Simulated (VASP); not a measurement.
Here is a VASP 6.6.1 calculation.

File INCAR:

```
SYSTEM = Zr
  PREC = Accurate
  ENCUT = 520
  EDIFF = 1E-8
  ISMEAR = -1
  SIGMA = 0.08
  LREAL = .FALSE.
  LASPH = .TRUE.
  NELM = 60
  ALGO = Normal
  ISIF = 2
  LWAVE = .FALSE.
  LCHARG = .FALSE.
  GGA = PS
  LEFG = .TRUE.
  NBANDS = 19
```

The input KPOINTS:

```
Automatic mesh
0
G
  13 13 7
  0 0 0
```

Contents of POSCAR:

```
Zr
1.0
    3.1883172162      0.0000000000      0.0000000000
   -1.5941586081      2.7611637045      0.0000000000
    0.0000000000      0.0000000000      5.0774374186
Zr
2
Direct
    0.3333333333      0.6666666667      0.2500000000
    0.6666666667      0.3333333333      0.7500000000
```

Potentials or basis: VASP PAW PBE potentials, release 64 (Zr_sv).

The run is started by

```bash
$ cat potpaw_PBE.64/Zr_sv/POTCAR > POTCAR
$ mpirun -np 1 vasp_std > vasp.out
```

(1) Estimate the band gap on the k mesh.

(2) What does it give for the pressure?

## Answers

(1) zero (band 12 reaches 10.30 eV, above the bottom of band 13 at 9.12 eV).

(2) 0.6 GPa.

Caveat: without QUAD_EFG the Cq values of the log hold for a quadrupole moment of 1 mb, not for the nuclei; the PAW data sets were made with another functional, which shifts forces and pressure a little.
